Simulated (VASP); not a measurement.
# TiO (P-6m2) in VASP: a series of runs

The runs below take TiO through single point, relaxation of shape and atoms at fixed volume, with PBEsol.

Program: VASP 6.6.1. These are calculated values, not measurements. Logs are shortened: lines on timing, memory, paths and dates and some standing lists are left out, and cuts for length are marked.

### 1 The cell of the first run

The structure is hexagonal, space group P-6m2 (No. 187). Conventional cell: a = 2.847 Å, b = 2.847 Å, c = 2.841 Å, α = 90.00°, β = 90.00°, γ = 120.00°. Within 2.9 Å of Ti (site symmetry -6m2) lie 6 O at 2.17 Å and 8 Ti at 2.84 to 2.85 Å. O (site symmetry -6m2) has 6 Ti at 2.17 Å and 8 O at 2.84 to 2.85 Å within 2.9 Å.

### 2 Single point, PBEsol (volume scaled by 1.06, then relaxed in part)

INCAR

```
SYSTEM = TiO
PREC = Accurate ; ENCUT = 520
EDIFF = 1E-6 ; ISMEAR = 0
SIGMA = 0.1 ; LREAL = .False.
LASPH = .True. ; NELM = 100
ALGO = Normal ; ISIF = 2
LWAVE = .False. ; LCHARG = .False.
GGA = PS ; NBANDS = 16
```

KPOINTS

```
Automatic mesh
0
Gamma
  18 18 16
  0 0 0
```

POSCAR

```
TiO
1.0
    2.8474945436      0.0000000000      0.0000000000
   -1.4237472718      2.4660026119      0.0000000000
    0.0000000000      0.0000000000      2.8410558297
Ti O
1 1
Direct
    0.6666666667      0.3333333333      0.0000000000
    0.0000000000      0.0000000000      0.5000000000
```

Potentials or basis: VASP PAW PBE potentials, release 64 (Ti_sv, O).

Command:

```
> cat potpaw_PBE.64/Ti_sv/POTCAR potpaw_PBE.64/O/POTCAR > POTCAR
> mpirun -np 1 vasp_std > vasp.out
```

OUTCAR:

```text
SYSTEM = TiO
   PREC = Accurate
   ENCUT = 520
   EDIFF = 1E-6
   ISMEAR = 0
   LREAL = .False.
   LASPH = .True.
   NELM = 100
   ISIF = 2
   GGA = PS

 ion  position               nearest neighbor table
   1  0.667  0.333  0.000-   2 2.17   2 2.17   2 2.17   2 2.17   2 2.17   2 2.17
   2  0.000  0.000  0.500-   1 2.17   1 2.17   1 2.17   1 2.17   1 2.17   1 2.17

  LATTYP: Found a hexagonal cell.
 ALAT       =     2.8474945436
 C/A-ratio  =     0.9977388143

  Lattice vectors:

 A1 = (   2.8474945436,   0.0000000000,   0.0000000000)
 A2 = (  -1.4237472718,   2.4660026119,   0.0000000000)
 A3 = (   0.0000000000,   0.0000000000,   2.8410558297)

Analysis of symmetry for initial positions (statically):
=====================================================================
 Subroutine PRICEL returns:
 Original cell was already a primitive cell.

 Routine SETGRP: Setting up the symmetry group for a
 hexagonal supercell.

 Subroutine GETGRP returns: Found 12 space group operations
 (whereof 12 operations were pure point group operations)
 out of a pool of 24 trial point group operations.

The static configuration has the point symmetry D_3h.

Analysis of symmetry for dynamics (positions and initial velocities):
=====================================================================
 Subroutine PRICEL returns:
 Original cell was already a primitive cell.

 Routine SETGRP: Setting up the symmetry group for a
 hexagonal supercell.

 Subroutine GETGRP returns: Found 12 space group operations
 (whereof 12 operations were pure point group operations)
 out of a pool of 24 trial point group operations.

The dynamic configuration has the point symmetry D_3h.

 Subroutine INISYM returns: Found 12 space group operations
 (whereof 12 operations are pure point group operations),
 and found     1 'primitive' translations

----------------------------------------------------------------------------------------

                                     Primitive cell

  volume of cell :      19.9497

  direct lattice vectors                    reciprocal lattice vectors
     2.847494544  0.000000000  0.000000000     0.351185923  0.202757287  0.000000000
    -1.423747272  2.466002612  0.000000000     0.000000000  0.405514575  0.000000000
     0.000000000  0.000000000  2.841055830     0.000000000  0.000000000  0.351981819

  length of vectors
     2.847494544  2.847494544  2.841055830     0.405514575  0.405514575  0.351981819

  position of ions in fractional coordinates (direct lattice)
     0.666666667  0.333333333  0.000000000
[... 68 lines left out ...]
 SYSTEM =  TiO
   PREC   = accura    normal or accurate (medium, high low for compatibility)
   ISTART =      0    job   : 0-new  1-cont  2-samecut
   ICHARG =      2    charge: 1-file 2-atom 10-const
   ISPIN  =      1    spin polarized calculation?
   LNONCOLLINEAR =      F non collinear calculations
   LSORBIT =      F    spin-orbit coupling
   LASPH  =      T    aspherical Exc in radial PAW
   ENCUT  =  520.0 eV  38.22 Ry    6.18 a.u.   5.29  5.29  5.28*2*pi/ulx,y,z
   NELM   =    100;   NELMIN=  2; NELMDL= -5     # of ELM steps
   EDIFF  = 0.1E-05   stopping-criterion for ELM
   LREAL  =      F    real-space projection
[... 7 lines left out ...]
   TEBEG  =    0.0;   TEEND  =   0.0 temperature during run
   PSTRESS=    0.0 pullay stress
   NELECT =      18.0000    total number of electrons
   NUPDOWN=      -1.0000    fix difference up-down
   EMIN   =  10.00;   EMAX   =-10.00  energy-range for DOS
   EFERMI =   0.00;   METHOD = LEGACY
   ISMEAR =     0;   SIGMA  =   0.10  broadening in eV -4-tet -1-fermi 0-gaus
   EFERMI_NEDOS =   21; number of points for ismear=-14 and -15
   IALGO  =     38    algorithm
   IMIX   =      4    mixing-type and parameters
     AMIX     =   0.40;   BMIX     =  1.00
     AMIX_MAG =   1.60;   BMIX_MAG =  1.00
  volume/ion in A,a.u.               =       9.97        67.31
  Fermi-wavevector in a.u.,A,eV,Ry     =   1.581929  2.989412 34.048562  2.502499
  Thomas-Fermi vector in A             =   2.681930
   LORBIT       =      0    0 simple, 1 ext, 2 COOP (PROOUT), +10 PAW based schemes
   GGA     = PS    functional components
   LHFCALC =     F    Hartree Fock is set to
   AEXX    =    0.0000 exact exchange contribution
   IVDW    =     0    specifies the selected vdW correction
   LEPSILON=     F    determine dielectric tensor
   LRPA    =     F    only Hartree local field effects (RPA)
 non-spin polarized calculation
 Gauss-broadening in eV      SIGMA  =   0.10
  energy-cutoff  :      520.00
  volume of cell :       19.95
 maximum number of plane-waves:       551
 NGX is ok and might be reduce to    24
   NGX = 11   NGY = 11   NGZ = 11

 number of electron      18.0000004 magnetization

 Free energy of the ion-electron system (eV)
  ---------------------------------------------------
  ext. energy  EPLUGINS =         0.00000000
  ---------------------------------------------------
  free energy    TOTEN  =       -18.73012120 eV

  energy without entropy =      -18.72989620  energy(sigma->0) =      -18.73000870

 E-fermi :  10.8243     XC(G=0): -12.9227

 val. band max:       10.6661584905   @ k =   0.0556  -0.0000   0.5000
 cond. band min:      10.8365274327   @ k =   0.0000   0.0000   0.5000
 fundamental gap:      0.1703689422
 Fermi energy:        10.8242683783

 k-point     1 :       0.0000    0.0000    0.0000
  band No.  band energies     occupation
      1     -46.7372      2.00000
      2     -23.0289      2.00000
      3     -22.6876      2.00000
      4     -22.6876      2.00000
      5     -10.7999      2.00000
      6       5.2766      2.00000
[... 433 lines left out ...]
      3     -22.9230      2.00000
      4     -22.9001      2.00000
      5      -9.5786      2.00000
      6       2.2299      2.00000
[... 8 lines left out ...]
     15      22.1292      0.00000
     16      25.2358      0.00000

 [... further k-points ...]
[... 5 lines left out ...]
  --------------------------------------------------------------------------------------
  -------------------------------------------------------------------------------------
  Total       -1.5749750     -1.5749750     -1.5553254      0.0000000     -0.0000000      0.0000000
  in kB     -126.4876288   -126.4876288   -124.9095512      0.0000000     -0.0000000      0.0000000
  external PRESSURE =    -125.9616029 kB  Pullay stress =       0.0000000 kB

 VOLUME and BASIS-vectors are now :
 -----------------------------------------------------------------------------
  energy-cutoff  :      520.00
  volume of cell :       19.95
      direct lattice vectors                 reciprocal lattice vectors
     2.847494544  0.000000000  0.000000000     0.351185923  0.202757287  0.000000000
    -1.423747272  2.466002612  0.000000000     0.000000000  0.405514575  0.000000000
     0.000000000  0.000000000  2.841055830     0.000000000  0.000000000  0.351981819

 POSITION                                       TOTAL-FORCE (eV/Angst)
 -----------------------------------------------------------------------------------
      1.42375      0.82200      0.00000        -0.000000      0.000000      0.000000
      0.00000      0.00000      1.42053         0.000000     -0.000000      0.000000
 -----------------------------------------------------------------------------------
    total drift:                               -0.000000      0.000000      0.000000

  FREE ENERGIE OF THE ION-ELECTRON SYSTEM (eV)
  ---------------------------------------------------
  free  energy   TOTEN  =       -18.7301212014 eV

  energy  without entropy=      -18.7298961961  energy(sigma->0) =      -18.73000870
```

stdout:

```text
POSCAR found type information on POSCAR TiO
 POSCAR found :  2 types and       2 ions
 scaLAPACK will be used
 -----------------------------------------------------------------------------
|                                                                             |
|                                                                             |
|     You enforced a specific xc type in the INCAR file but a different       |
|     I HOPE YOU KNOW WHAT YOU ARE DOING!                                     |
|                                                                             |
 -----------------------------------------------------------------------------

 LDA part: xc-table for (Slater+PW92), standard interpolation
 POSCAR, INCAR and KPOINTS ok, starting setup
 FFT: planning ... GRIDC
 FFT: planning ... GRID_SOFT
 FFT: planning ... GRID
 WAVECAR not read
 entering main loop
```

Wall time 42 s (1 thread of Intel Xeon 6975P-C (Granite Rapids), shared host); peak memory 0.22 GiB.

What came out:

* Free energy: -18.7301 eV
* Pressure: -12.6 GPa
* Band gap on the k mesh: zero (band 9 reaches 10.90 eV, above the bottom of band 10 at 10.84 eV)

Stress tensor (GPa, compression positive):
```
-12.65   0.00   0.00
  0.00 -12.65   0.00
  0.00   0.00 -12.49
```

Caveat: the PAW data sets were made with another functional, which shifts forces and pressure a little; semilocal functionals often make such compounds metallic where correlation or magnetic order opens a gap, which also shifts bond lengths.

### 3 Single point, PBEsol (volume scaled by 1.10, then relaxed in part)

INCAR

```
SYSTEM = TiO
PREC = Accurate
ENCUT = 520
EDIFF = 1E-7
ISMEAR = 0
SIGMA = 0.1
LREAL = .False.
LASPH = .True.
NELM = 60
ALGO = Normal
ISIF = 2
LWAVE = .False.
LCHARG = .True.
GGA = PS
LELF = .True.
LVHAR = .True.
NBANDS = 16
```

KPOINTS is that of step 2.

POSCAR

```
TiO
1.0
    2.8851776953      0.0000000000      0.0000000000
   -1.4425888476      2.4986371786      0.0000000000
    0.0000000000      0.0000000000      2.8717541475
Ti O
1 1
Direct
    0.6666666667      0.3333333333      0.0000000000
    0.0000000000      0.0000000000      0.5000000000
```

Potentials or basis: VASP PAW PBE potentials, release 64 (Ti_sv, O).

Command:

```
> cat potpaw_PBE.64/Ti_sv/POTCAR potpaw_PBE.64/O/POTCAR > POTCAR
> mpirun -np 1 vasp_std > vasp.out
```

OUTCAR:

```text
SYSTEM = TiO
   PREC = Accurate
   ENCUT = 520
   EDIFF = 1E-7
   ISMEAR = 0
   LREAL = .False.
   LASPH = .True.
   NELM = 60
   ISIF = 2
   GGA = PS

 ion  position               nearest neighbor table
   1  0.667  0.333  0.000-   2 2.20   2 2.20   2 2.20   2 2.20   2 2.20   2 2.20
   2  0.000  0.000  0.500-   1 2.20   1 2.20   1 2.20   1 2.20   1 2.20   1 2.20

  LATTYP: Found a hexagonal cell.
 ALAT       =     2.8851776953
 C/A-ratio  =     0.9953474104

  Lattice vectors:

 A1 = (   2.8851776953,   0.0000000000,   0.0000000000)
 A2 = (  -1.4425888476,   2.4986371786,   0.0000000000)
 A3 = (   0.0000000000,   0.0000000000,   2.8717541475)

Analysis of symmetry for initial positions (statically):
=====================================================================
 Subroutine PRICEL returns:
 Original cell was already a primitive cell.

 Routine SETGRP: Setting up the symmetry group for a
 hexagonal supercell.

 Subroutine GETGRP returns: Found 12 space group operations
 (whereof 12 operations were pure point group operations)
 out of a pool of 24 trial point group operations.

The static configuration has the point symmetry D_3h.

Analysis of symmetry for dynamics (positions and initial velocities):
=====================================================================
 Subroutine PRICEL returns:
 Original cell was already a primitive cell.

 Routine SETGRP: Setting up the symmetry group for a
 hexagonal supercell.

 Subroutine GETGRP returns: Found 12 space group operations
 (whereof 12 operations were pure point group operations)
 out of a pool of 24 trial point group operations.

The dynamic configuration has the point symmetry D_3h.

 Subroutine INISYM returns: Found 12 space group operations
 (whereof 12 operations are pure point group operations),
 and found     1 'primitive' translations

----------------------------------------------------------------------------------------

                                     Primitive cell

[... 105 lines left out ...]
   ISMEAR =     0;   SIGMA  =   0.10  broadening in eV -4-tet -1-fermi 0-gaus
   EFERMI_NEDOS =   21; number of points for ismear=-14 and -15
   IALGO  =     38    algorithm
   IMIX   =      4    mixing-type and parameters
     AMIX     =   0.40;   BMIX     =  1.00
     AMIX_MAG =   1.60;   BMIX_MAG =  1.00
  volume/ion in A,a.u.               =      10.35        69.85
  Fermi-wavevector in a.u.,A,eV,Ry     =   1.562517  2.952728 33.218057  2.441458
  Thomas-Fermi vector in A             =   2.665424
   LORBIT       =      0    0 simple, 1 ext, 2 COOP (PROOUT), +10 PAW based schemes
   GGA     = PS    functional components
   LHFCALC =     F    Hartree Fock is set to
   AEXX    =    0.0000 exact exchange contribution
   IVDW    =     0    specifies the selected vdW correction
   LEPSILON=     F    determine dielectric tensor
   LRPA    =     F    only Hartree local field effects (RPA)
 non-spin polarized calculation
 Gauss-broadening in eV      SIGMA  =   0.10
  energy-cutoff  :      520.00
  volume of cell :       20.70
 maximum number of plane-waves:       581
 NGX is ok and might be reduce to    24
   NGX = 11   NGY = 11   NGZ = 11

 number of electron      18.0000000 magnetization

 Free energy of the ion-electron system (eV)
  ---------------------------------------------------
  ext. energy  EPLUGINS =         0.00000000
  ---------------------------------------------------
  free energy    TOTEN  =       -18.65565334 eV

  energy without entropy =      -18.65541442  energy(sigma->0) =      -18.65553388

 E-fermi :  10.3332     XC(G=0): -12.7145

 val. band max:       10.1847171774   @ k =   0.0556   0.0000   0.5000
 cond. band min:      10.3480851103   @ k =   0.0000   0.0000   0.5000
 fundamental gap:      0.1633679329
 Fermi energy:        10.3332372558

 k-point     1 :       0.0000    0.0000    0.0000
  band No.  band energies     occupation
      1     -47.2693      2.00000
      2     -23.5749      2.00000
      3     -23.2557      2.00000
      4     -23.2557      2.00000
      5     -11.0346      2.00000
      6       4.9349      2.00000
[... 433 lines left out ...]
      3     -23.4839      2.00000
      4     -23.4422      2.00000
      5      -9.9125      2.00000
      6       1.9776      2.00000
[... 8 lines left out ...]
     15      21.1300      0.00000
     16      24.4054      0.00000

 [... further k-points ...]
[... 5 lines left out ...]
  --------------------------------------------------------------------------------------
  -------------------------------------------------------------------------------------
  Total       -2.5038709     -2.5038709     -2.4905657     -0.0000000      0.0000000     -0.0000000
  in kB     -193.7757827   -193.7757827   -192.7460856     -0.0000000      0.0000000     -0.0000000
  external PRESSURE =    -193.4325503 kB  Pullay stress =       0.0000000 kB

 VOLUME and BASIS-vectors are now :
 -----------------------------------------------------------------------------
  energy-cutoff  :      520.00
  volume of cell :       20.70
      direct lattice vectors                 reciprocal lattice vectors
     2.885177695  0.000000000  0.000000000     0.346599103  0.200109085  0.000000000
    -1.442588848  2.498637179  0.000000000     0.000000000  0.400218170  0.000000000
     0.000000000  0.000000000  2.871754147     0.000000000  0.000000000  0.348219224

 POSITION                                       TOTAL-FORCE (eV/Angst)
 -----------------------------------------------------------------------------------
      1.44259      0.83288      0.00000         0.000000      0.000000      0.000000
      0.00000      0.00000      1.43588        -0.000000      0.000000      0.000000
 -----------------------------------------------------------------------------------
    total drift:                               -0.000000      0.000000      0.000000

  FREE ENERGIE OF THE ION-ELECTRON SYSTEM (eV)
  ---------------------------------------------------
  free  energy   TOTEN  =       -18.6556533405 eV

  energy  without entropy=      -18.6554144203  energy(sigma->0) =      -18.65553388
```

stdout:

```text
POSCAR found type information on POSCAR TiO
 POSCAR found :  2 types and       2 ions
 scaLAPACK will be used
 -----------------------------------------------------------------------------
|                                                                             |
|                                                                             |
|     You enforced a specific xc type in the INCAR file but a different       |
|     I HOPE YOU KNOW WHAT YOU ARE DOING!                                     |
|                                                                             |
 -----------------------------------------------------------------------------

 LDA part: xc-table for (Slater+PW92), standard interpolation
 POSCAR, INCAR and KPOINTS ok, starting setup
 FFT: planning ... GRIDC
 FFT: planning ... GRID_SOFT
 FFT: planning ... GRID
 WAVECAR not read
 entering main loop
```

It took 43 s on 1 thread of Intel Xeon 6975P-C (Granite Rapids), shared host; peak memory 0.22 GiB.

What came out:

```yaml
Free_energy: -18.6557 eV
Pressure: -19.3 GPa
Band_gap_on_the_k_mesh: zero (band 9 reaches 10.41 eV, above the bottom of band 10 at 10.35 eV)
```

Stress tensor (GPa, compression positive):
```
-19.38   0.00   0.00
  0.00 -19.38   0.00
  0.00   0.00 -19.27
```

Levels at points of the mesh, in eV from the Fermi level:
```
           k point  band 5  band 6  band 7  band 8  band 9  band 10  band 11  band 12  band 13  band 14
(0.00, 0.00, 0.00)  -21.37   -5.40   -5.40   -5.18   -2.75     1.06     1.51     1.51     1.89     1.89
(0.50, 0.00, 0.00)  -20.24   -8.56   -6.10   -5.19   -2.27     1.47     1.71     2.52     2.66     5.74
(0.00, 0.00, 0.50)  -20.29   -8.93   -5.06   -5.06    0.01     0.01     0.76     1.70     1.70     6.18
(0.50, 0.00, 0.50)  -20.28   -7.67   -7.52   -6.27   -0.73     1.48     2.64     2.75     3.18     7.75
```

Caveat: the PAW data sets were made with another functional, which shifts forces and pressure a little; semilocal functionals often make such compounds metallic where correlation or magnetic order opens a gap, which also shifts bond lengths.

(Part 1 of 2 ends here.)
